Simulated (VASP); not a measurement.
A run of VASP 6.6.1 is set up as follows.

POSCAR

```
BN
1.0
    2.4882474397      0.0027782320     -0.2444864326
   -1.2344750660      2.1604234412      0.2445297637
   -0.9249797325     -0.9087842203      3.3134103186
B N
1 1
Direct
    0.9910320811      0.9914197586     -0.0061621998
    0.6571169189      0.3244642414      0.9929671998
```

Contents of INCAR.step1:

```
PREC     = Accurate       # precision mode
ENCUT    = 520            # plane-wave cutoff, eV
EDIFF    = 1E-5           # SCF threshold, eV
ISMEAR   = 0              # smearing method
SIGMA    = 0.05           # smearing width, eV
LREAL    = False          # projectors in reciprocal space
LASPH    = True           # aspherical terms in the spheres
NELM     = 120            # most SCF steps
ALGO     = Normal         # electronic algorithm
ISIF     = 2              # what is computed and relaxed
LWAVE    = True           # write WAVECAR
GGA      = PE             # functional
NBANDS   = 11             # bands
GGA_COMPAT= False
```

INCAR.step2

```
PREC     = Accurate       # precision mode
ENCUT    = 520            # plane-wave cutoff, eV
EDIFF    = 1E-6           # SCF threshold, eV
ISMEAR   = 0              # smearing method
SIGMA    = 0.05           # smearing width, eV
LREAL    = False          # projectors in reciprocal space
LASPH    = True           # aspherical terms in the spheres
NELM     = 120            # most SCF steps
ALGO     = Normal         # electronic algorithm
ISIF     = 2              # what is computed and relaxed
LWAVE    = False          # write WAVECAR
LCHARG   = True           # write CHGCAR
GGA      = PE             # functional
LHFCALC  = True           # exact exchange
HFSCREEN = 0.2079         # screening, 1/A
PRECFOCK = Normal       
LELF     = True           # ELF
LVHAR    = True         
ISTART   = 1            
NBANDS   = 11             # bands
GGA_COMPAT= False
```

File KPOINTS:

```
Automatic mesh
0
Gamma
  6 6 6
```

Potentials or basis: VASP PAW PBE potentials, release 64 (B, N).

Run with:

```bash
$ cat potpaw_PBE.64/B/POTCAR potpaw_PBE.64/N/POTCAR > POTCAR
$ cp INCAR.step1 INCAR
$ mpirun -np 1 vasp_std > vasp.out
$ cp INCAR.step2 INCAR
$ mpirun -np 1 vasp_std > vasp.out
```

**Question.** Predict the pressure.

**Answer.** -0.3 GPa.

**Question.** What does it give for the largest force?

**Answer.** 0.003 eV/Å.

**Question.** What does it give for the band gap on the k mesh?

**Answer.** 5.48 eV (least direct gap 6.10 eV).

Stress tensor (GPa, compression positive):
```
-1.82 -0.03  0.46
-0.03 -1.85 -0.27
 0.46 -0.27  2.88
```

Caveat: the k points lie up to 0.50 Å⁻¹ apart; the PAW data sets were made with another functional, which shifts forces and pressure a little; this functional lacks dispersion, which binds the layers, so the pressure and a relaxed spacing across them are unreliable. A k mesh can miss the band edges.
